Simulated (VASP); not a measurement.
A run of VASP 6.6.1 is set up as follows.

File INCAR:

```
PREC = Accurate ; ENCUT = 520
EDIFF = 1E-6 ; ISMEAR = -1
SIGMA = 0.1 ; LREAL = F
LASPH = T ; NELM = 150
ALGO = Normal ; ISIF = 2
LWAVE = F ; LCHARG = F
ISPIN = 2 ; MAGMOM = 1 0 0 0 0
LORBIT = 11 ; LMAXMIX = 4
LDAU = T ; LDAUTYPE = 2
LDAUL = 2 -1 -1 ; LDAUU = 3.38 0 0
LDAUJ = 0 0 0 ; LDAUPRINT = 1
GGA = PE ; ISYM = 0
NBANDS = 35
```

The input KPOINTS:

```
Automatic mesh
0
Gamma
  4 4 4
  0.5 0.5 0.5
```

Contents of POSCAR:

```
TiTlF3
1.0
    4.4480855700      0.0000000000      0.0000000000
    0.0000000000      4.4480855700      0.0000000000
    0.0000000000      0.0000000000      4.4480855700
Ti F Tl
1 3 1
Direct
    0.0000000000      0.0000000000      0.0000000000
    0.5000000000      0.0000000000      0.0000000000
    0.0000000000      0.5000000000      0.0000000000
    0.0000000000      0.0000000000      0.5000000000
    0.5000000000      0.5000000000      0.5000000000
```

Potentials or basis: VASP PAW PBE potentials, release 64 (Ti_sv, F, Tl_d).

The run is started by

```console
$ cat potpaw_PBE.64/Ti_sv/POTCAR potpaw_PBE.64/F/POTCAR potpaw_PBE.64/Tl_d/POTCAR > POTCAR
$ mpirun -np 1 vasp_std > vasp.out
```

(1) What does it give for the band gap on the k mesh?

(2) What does it give for the net moment?

Results:

(1) zero (filled and empty bands overlap).

(2) 0.00 μB per cell.

Caveat: the cell stands under tension; spin-orbit coupling is left out, which moves the levels of the heavy elements.
